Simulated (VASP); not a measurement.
Set up this calculation in VASP 6.6.1, as the native input.

* Task: relaxation of cell and atoms
* Functional: PBE
* Potentials or basis: VASP PAW PBE potentials, release 64 (Ga_d, N)
* Cutoff: 600 eV
* k mesh: 4 × 4 × 4
* Occupations: gaussian, width 0.1 eV
* Spin: no spin polarisation
* Dipole correction: no
* Further INCAR settings: ALGO = Normal; EDIFF = 1e-06; IBRION = 2; EDIFFG = -0.04; NSW = 90; ISIF = 3

The structure of Ga5N lies in POSCAR:

```
Ga5N
1.0
    0.0000000000      3.6654748600      3.6654748600
    3.6654748600      0.0000000000      3.6654748600
    3.6654748600      3.6654748600      0.0000000000
Ga N
5 1
Direct
    0.3778550300      0.3778550300      0.3778550300
    0.3778550300      0.3778550300      0.8664349100
    0.3778550300      0.8664349100      0.3778550300
    0.8664349100      0.3778550300      0.3778550300
    0.0000000000      0.0000000000      0.0000000000
    0.5000000000      0.5000000000      0.5000000000
```

These files were run (other wordings do the same):

INCAR

```
SYSTEM = Ga5N
ALGO = Normal
EDIFF = 1E-6
EDIFFG = -0.04
ENCUT = 600
GGA = PE
IBRION = 2
ISIF = 3
ISMEAR = 0
LASPH = .TRUE.
LCHARG = .FALSE.
LREAL = .FALSE.
LWAVE = .FALSE.
NELM = 100
NSW = 90
PREC = Accurate
SIGMA = 0.1
```

KPOINTS

```
k-points
0
G
  4 4 4
  0 0 0
```

Potentials or basis: VASP PAW PBE potentials, release 64 (Ga_d, N).

Launch:

```bash
$ cat potpaw_PBE.64/Ga_d/POTCAR potpaw_PBE.64/N/POTCAR > POTCAR
$ mpirun -np 1 vasp_std > vasp.out
```

It gave:

The relaxed volume is 23.63 Å³/atom and the relaxed cell is a = 5.853 Å, b = 5.853 Å, c = 5.853 Å, α = 60.00°, β = 60.00°, γ = 60.00°. The space group after relaxing (to 0.05 Å) is F-43m (No. 216) and the energy gained by relaxing is 1670.3 meV/atom. The ionic steps are 10 and the pressure after relaxing is 0.1 GPa. The largest force after relaxing is 0.021 eV/Å and the band gap on the k mesh is zero (band 35 reaches 3.43 eV, above the bottom of band 36 at 3.01 eV).

Caveat: the k points lie up to 0.33 Å⁻¹ apart in the final cell; the volume moved by over 15 % at a fixed basis, so the end points are rough.

It took 10 min on 1 thread of Intel(R) Xeon(R) Platinum 8259CL CPU @ 2.50GHz (Skylake/Cascade Lake), with other jobs on the host, peak memory 0.28 GiB.
